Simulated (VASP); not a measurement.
# Si (Fd-3m) in VASP: single point with PBE

Aim: the single point of Si with PBE.

Program: VASP 6.6.1. These are calculated values, not measurements. Logs are shortened: lines on timing, memory, paths and dates and some standing lists are left out, and cuts for length are marked.

### Step 1. The cell of the first run

Symmetry: Fd-3m, No. 227, cubic system. The conventional cell has a = 5.470 Å, b = 5.470 Å, c = 5.470 Å, α = 90.00°, β = 90.00°, γ = 90.00°. Within 3.1 Å of Si (site symmetry -43m) lie 4 Si at 2.37 Å.

### Step 2. Single point, PBE

The input, INCAR:

```
PREC = Accurate
ENCUT = 500
EDIFF = 1E-6
ISMEAR = 0
SIGMA = 0.01
LREAL = False
LASPH = True
NELM = 120
ALGO = Normal
ISIF = 2
LWAVE = False
LCHARG = False
GGA = PE
NBANDS = 26
GGA_COMPAT = False
```

The input, KPOINTS:

```
regular mesh
0
Gamma
  3 3 3
```

The input, POSCAR:

```
Si
1.0
    5.4697269700      0.0000000000      0.0000000000
    0.0000000000      5.4697269700      0.0000000000
    0.0000000000      0.0000000000      5.4697269700
Si
8
Direct
    0.2500000000      0.2500000000      0.7500000000
    0.2500000000      0.7500000000      0.2500000000
    0.7500000000      0.2500000000      0.2500000000
    0.7500000000      0.7500000000      0.7500000000
    0.0000000000      0.0000000000      0.5000000000
    0.0000000000      0.5000000000      0.0000000000
    0.5000000000      0.0000000000      0.0000000000
    0.5000000000      0.5000000000      0.5000000000
```

Potentials or basis: VASP PAW PBE potentials, release 64 (Si).

The run is started by

```bash
> cat potpaw_PBE.64/Si/POTCAR > POTCAR
> mpirun -np 1 vasp_std > vasp.out
```

OUTCAR:

```text
PREC = Accurate
   ENCUT = 500
   EDIFF = 1E-6
   ISMEAR = 0
   LREAL = False
   LASPH = True
   NELM = 120
   ISIF = 2
   GGA = PE

 ion  position               nearest neighbor table
   1  0.250  0.250  0.750-   5 2.37   6 2.37   7 2.37   8 2.37
   2  0.250  0.750  0.250-   5 2.37   6 2.37   7 2.37   8 2.37
   3  0.750  0.250  0.250-   5 2.37   6 2.37   7 2.37   8 2.37
   4  0.750  0.750  0.750-   5 2.37   6 2.37   7 2.37   8 2.37
   5  0.000  0.000  0.500-   1 2.37   2 2.37   3 2.37   4 2.37
   6  0.000  0.500  0.000-   1 2.37   2 2.37   3 2.37   4 2.37
   7  0.500  0.000  0.000-   1 2.37   2 2.37   3 2.37   4 2.37
   8  0.500  0.500  0.500-   1 2.37   2 2.37   3 2.37   4 2.37

  LATTYP: Found a simple cubic cell.
 ALAT       =     5.4697269700

  Lattice vectors:

 A1 = (   5.4697269700,   0.0000000000,   0.0000000000)
 A2 = (   0.0000000000,   5.4697269700,   0.0000000000)
 A3 = (   0.0000000000,   0.0000000000,   5.4697269700)

Analysis of symmetry for initial positions (statically):
=====================================================================
 Subroutine PRICEL returns following result:

  LATTYP: Found a face centered cubic cell.
 ALAT       =     5.4697269700

  Lattice vectors:

 A1 = (   2.7348634850,  -2.7348634850,   0.0000000000)
 A2 = (   2.7348634850,   0.0000000000,   2.7348634850)
 A3 = (   0.0000000000,  -2.7348634850,   2.7348634850)

   4 primitive cells build up your supercell.

 Routine SETGRP: Setting up the symmetry group for a
 simple cubic supercell.

 Subroutine GETGRP returns: Found 48 space group operations
 (whereof 24 operations were pure point group operations)
 out of a pool of 48 trial point group operations.

The static configuration has the point symmetry T_d .
 The point group associated with its full space group is O_h .

Analysis of symmetry for dynamics (positions and initial velocities):
=====================================================================
 Subroutine PRICEL returns following result:

  LATTYP: Found a face centered cubic cell.
 ALAT       =     5.4697269700

  Lattice vectors:

 A1 = (   2.7348634850,  -2.7348634850,   0.0000000000)
 A2 = (   2.7348634850,   0.0000000000,   2.7348634850)
 A3 = (   0.0000000000,  -2.7348634850,   2.7348634850)

   4 primitive cells build up your supercell.

 Routine SETGRP: Setting up the symmetry group for a
 simple cubic supercell.

 Subroutine GETGRP returns: Found 48 space group operations
 (whereof 24 operations were pure point group operations)
 out of a pool of 48 trial point group operations.

The dynamic configuration has the point symmetry T_d .
 The point group associated with its full space group is O_h .

 Subroutine INISYM returns: Found 48 space group operations
 (whereof 24 operations are pure point group operations),
 and found     4 'primitive' translations

----------------------------------------------------------------------------------------

                                     Primitive cell

  volume of cell :      40.9107

  direct lattice vectors                    reciprocal lattice vectors
     2.734863485 -2.734863485  0.000000000     0.182824482 -0.182824482 -0.182824482
     2.734863485  0.000000000  2.734863485     0.182824482  0.182824482  0.182824482
     0.000000000 -2.734863485  2.734863485    -0.182824482 -0.182824482  0.182824482

  length of vectors
     3.867681032  3.867681032  3.867681032     0.316661292  0.316661292  0.316661292

  position of ions in fractional coordinates (direct lattice)
     0.250000000  0.250000000  0.250000000
     0.500000000  0.500000000  0.500000000

  ion indices of the primitive-cell ions
   primitive index   ion index
                 1           1
                 2           5

----------------------------------------------------------------------------------------

 KPOINTS: regular mesh

Automatic generation of k-mesh.
 Grid dimensions read from file:
 generate k-points for:    3    3    3

 Generating k-lattice:

  Cartesian coordinates                     Fractional coordinates (reciprocal lattice)
     0.060941494  0.000000000  0.000000000     0.333333333  0.000000000  0.000000000
     0.000000000  0.060941494  0.000000000     0.000000000  0.333333333  0.000000000
     0.000000000  0.000000000  0.060941494     0.000000000  0.000000000  0.333333333

  Length of vectors
     0.060941494  0.060941494  0.060941494

  Shift w.r.t. Gamma in fractional coordinates (k-lattice)
     0.000000000  0.000000000  0.000000000

 Subroutine IBZKPT returns following result:
 ===========================================

 Found      4 irreducible k-points:

 Following reciprocal coordinates:
            Coordinates               Weight
  0.000000  0.000000  0.000000      1.000000
  0.333333  0.000000  0.000000      6.000000
  0.333333  0.333333  0.000000     12.000000
  0.333333  0.333333  0.333333      8.000000
   k-points           NKPTS =      4   k-points in BZ     NKDIM =      4   number of bands    NBANDS=     26
   number of dos      NEDOS =    301   number of ions     NIONS =      8
   total plane-waves  NPLWV =  64000
   dimension x,y,z NGX =    40 NGY =   40 NGZ =   40
   dimension x,y,z NGXF=    80 NGYF=   80 NGZF=   80
   ions per type =               8
   NGX,Y,Z   is equivalent  to a cutoff of  12.16, 12.16, 12.16 a.u.
   NGXF,Y,Z  is equivalent  to a cutoff of  24.32, 24.32, 24.32 a.u.
 SYSTEM =  unknown system
   PREC   = accura    normal or accurate (medium, high low for compatibility)
   ISTART =      0    job   : 0-new  1-cont  2-samecut
   ICHARG =      2    charge: 1-file 2-atom 10-const
   ISPIN  =      1    spin polarized calculation?
   LNONCOLLINEAR =      F non collinear calculations
   LSORBIT =      F    spin-orbit coupling
   LASPH  =      T    aspherical Exc in radial PAW
   ENCUT  =  500.0 eV  36.75 Ry    6.06 a.u.   9.97  9.97  9.97*2*pi/ulx,y,z
   NELM   =    120;   NELMIN=  2; NELMDL= -5     # of ELM steps
   EDIFF  = 0.1E-05   stopping-criterion for ELM
   LREAL  =      F    real-space projection
   EDIFFG = 0.1E-04   stopping-criterion for IOM
   NSW    =      0    number of steps for IOM
   IBRION =     -1    ionic relax: 0-MD 1-quasi-New 2-CG
   NFREE  =      0    steps in history (QN), initial steepest desc. (CG)
   ISIF   =      2    stress and relaxation
   ISYM   =      2    0-nonsym 1-usesym 2-fastsym
   POTIM  = 0.5000    time-step for ionic-motion
   TEBEG  =    0.0;   TEEND  =   0.0 temperature during run
   PSTRESS=    0.0 pullay stress
   NELECT =      32.0000    total number of electrons
   NUPDOWN=      -1.0000    fix difference up-down
   EMIN   =  10.00;   EMAX   =-10.00  energy-range for DOS
   EFERMI =   0.00;   METHOD = LEGACY
   ISMEAR =     0;   SIGMA  =   0.01  broadening in eV -4-tet -1-fermi 0-gaus
   EFERMI_NEDOS =   21; number of points for ismear=-14 and -15
   IALGO  =     38    algorithm
   IMIX   =      4    mixing-type and parameters
     AMIX     =   0.40;   BMIX     =  1.00
     AMIX_MAG =   1.60;   BMIX_MAG =  1.00
  volume/ion in A,a.u.               =      20.46       138.04
  Fermi-wavevector in a.u.,A,eV,Ry     =   0.950224  1.795662 12.285041  0.902925
  Thomas-Fermi vector in A             =   2.078580
   LORBIT       =      0    0 simple, 1 ext, 2 COOP (PROOUT), +10 PAW based schemes
   GGA     = PE    functional components
   LHFCALC =     F    Hartree Fock is set to
   AEXX    =    0.0000 exact exchange contribution
   IVDW    =     0    specifies the selected vdW correction
   LEPSILON=     F    determine dielectric tensor
   LRPA    =     F    only Hartree local field effects (RPA)
 non-spin polarized calculation
 Gauss-broadening in eV      SIGMA  =   0.01
  energy-cutoff  :      500.00
  volume of cell :      163.64
 maximum number of plane-waves:      4173
 NGX is ok and might be reduce to    40
   NGX = 19   NGY = 19   NGZ = 19

 number of electron      31.9999997 magnetization

 Free energy of the ion-electron system (eV)
  ---------------------------------------------------
  ext. energy  EPLUGINS =         0.00000000
  ---------------------------------------------------
  free energy    TOTEN  =       -43.28293555 eV

  energy without entropy =      -43.28293555  energy(sigma->0) =      -43.28293555

 E-fermi :   5.7004     XC(G=0):  -9.3194

 val. band max:        5.6206836015   @ k =   0.0000   0.0000   0.0000
 cond. band min:       6.3690689515   @ k =   0.0000   0.0000   0.0000
 fundamental gap:      0.7483853500
 Fermi energy:         5.7003741463

 k-point     1 :       0.0000    0.0000    0.0000
  band No.  band energies     occupation
      1      -6.1922      2.00000
      2      -2.1249      2.00000
      3      -2.1249      2.00000
      4      -2.1249      2.00000
      5      -2.1249      2.00000
      6      -2.1249      2.00000
[... 18 lines left out ...]
     25       8.1733      0.00000
     26       8.7490      0.00000

 k-point     2 :       0.3333    0.0000    0.0000
  band No.  band energies     occupation
      1      -5.7169      2.00000
      2      -4.3229      2.00000
      3      -2.0117      2.00000
      4      -2.0117      2.00000
      5      -2.0117      2.00000
      6      -2.0117      2.00000
[... 18 lines left out ...]
     25       9.9186      0.00000
     26       9.9186      0.00000

 k-point     3 :       0.3333    0.3333    0.0000
  band No.  band energies     occupation
      1      -5.2606      2.00000
      2      -3.9472      2.00000
      3      -3.9472      2.00000
      4      -2.9964      2.00000
      5      -1.0923      2.00000
      6       0.0131      2.00000
[... 18 lines left out ...]
     25       9.7942      0.00000
     26       9.7942      0.00000

 k-point     4 :       0.3333    0.3333    0.3333
  band No.  band energies     occupation
      1      -4.8426      2.00000
      2      -3.7546      2.00000
      3      -3.7546      2.00000
      4      -3.7546      2.00000
      5      -0.9030      2.00000
      6      -0.9030      2.00000
[... 18 lines left out ...]
     25       9.6786      0.00000
     26      10.2208      0.00000

------------------------ aborting loop because EDIFF is reached ----------------------------------------

  FORCE on cell =-STRESS in cart. coord.  units (eV):
  Direction    XX          YY          ZZ          XY          YZ          ZX
  --------------------------------------------------------------------------------------
  -------------------------------------------------------------------------------------
  Total        0.0499653      0.0499653      0.0499653     -0.0000000     -0.0000000     -0.0000000
  in kB        0.4891953      0.4891953      0.4891953     -0.0000000     -0.0000000     -0.0000000
  external PRESSURE =       0.4891953 kB  Pullay stress =       0.0000000 kB

 VOLUME and BASIS-vectors are now :
 -----------------------------------------------------------------------------
  energy-cutoff  :      500.00
  volume of cell :      163.64
      direct lattice vectors                 reciprocal lattice vectors
     5.469726970  0.000000000  0.000000000     0.182824482  0.000000000  0.000000000
     0.000000000  5.469726970  0.000000000     0.000000000  0.182824482  0.000000000
     0.000000000  0.000000000  5.469726970     0.000000000  0.000000000  0.182824482

 POSITION                                       TOTAL-FORCE (eV/Angst)
 -----------------------------------------------------------------------------------
      1.36743      1.36743      4.10230        -0.000000      0.000000     -0.000000
      1.36743      4.10230      1.36743        -0.000000      0.000000     -0.000000
      4.10230      1.36743      1.36743         0.000000      0.000000      0.000000
      4.10230      4.10230      4.10230         0.000000      0.000000     -0.000000
      0.00000      0.00000      2.73486        -0.000000     -0.000000     -0.000000
      0.00000      2.73486      0.00000        -0.000000     -0.000000      0.000000
      2.73486      0.00000      0.00000         0.000000     -0.000000      0.000000
      2.73486      2.73486      2.73486         0.000000     -0.000000      0.000000
 -----------------------------------------------------------------------------------
    total drift:                                0.000000      0.000000      0.000000

  FREE ENERGIE OF THE ION-ELECTRON SYSTEM (eV)
  ---------------------------------------------------
  free  energy   TOTEN  =       -43.2829355454 eV

  energy  without entropy=      -43.2829355454  energy(sigma->0) =      -43.28293555
```

Wall time 14 s (1 thread of Intel Xeon 6975P-C, shared host); peak memory 0.23 GiB.

Results:

| Property | Result |
| --- | --- |
| Free energy | -43.2829 eV |
| Pressure | 0.0 GPa |
| Band gap on the k mesh | 0.75 eV |

Levels at points of the mesh, in eV from the valence-band top:
```csv
k point,band 12,band 13,band 14,band 15,band 16,band 17,band 18,band 19,band 20,band 21
"(0.00, 0.00, 0.00)",-2.79,-2.79,0.00,0.00,0.00,0.75,0.75,0.75,0.75,0.75
```
